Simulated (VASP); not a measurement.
Input of a VASP 6.6.1 run:

INCAR

```
  PREC = Accurate
  ENCUT = 520
  EDIFF = 1E-7
  ISMEAR = -1
  SIGMA = 0.05
  LREAL = False
  LASPH = True
  NELM = 80
  ALGO = Normal
  ISIF = 2
  LWAVE = False
  LCHARG = False
  GGA = PE
  NBANDS = 24
```

File KPOINTS:

```
Automatic mesh
0
Gamma
  10 10 10
```

File POSCAR:

```
TaWC2
1.0
    1.5613054648      0.9014201304      5.0673795820
   -1.5613054648      0.9014201304      5.0673795820
    0.0000000000     -1.8028402609      5.0673795820
W Ta C
1 1 2
Direct
    0.0000000000      0.0000000000      0.0000000000
    0.5000000000      0.5000000000      0.5000000000
    0.2509330000      0.2509330000      0.2509330000
    0.7490670000      0.7490670000      0.7490670000
```

Potentials or basis: VASP PAW PBE potentials, release 64 (W_sv, Ta_pv, C).

Launch:

```sh
$ cat potpaw_PBE.64/W_sv/POTCAR potpaw_PBE.64/Ta_pv/POTCAR potpaw_PBE.64/C/POTCAR > POTCAR
$ mpirun -np 1 vasp_std > vasp.out
```

(1) What does it give for the pressure?

(2) What does it give for the largest force?

(3) What does it give for the band gap on the k mesh?

Answers

(1) 5.3 GPa.

(2) 0.070 eV/Å.

(3) zero (an odd number of electrons rules out a gap without spin polarisation).

Caveat: the cell stands under pressure; spin-orbit coupling is left out, which moves the levels of the heavy elements.
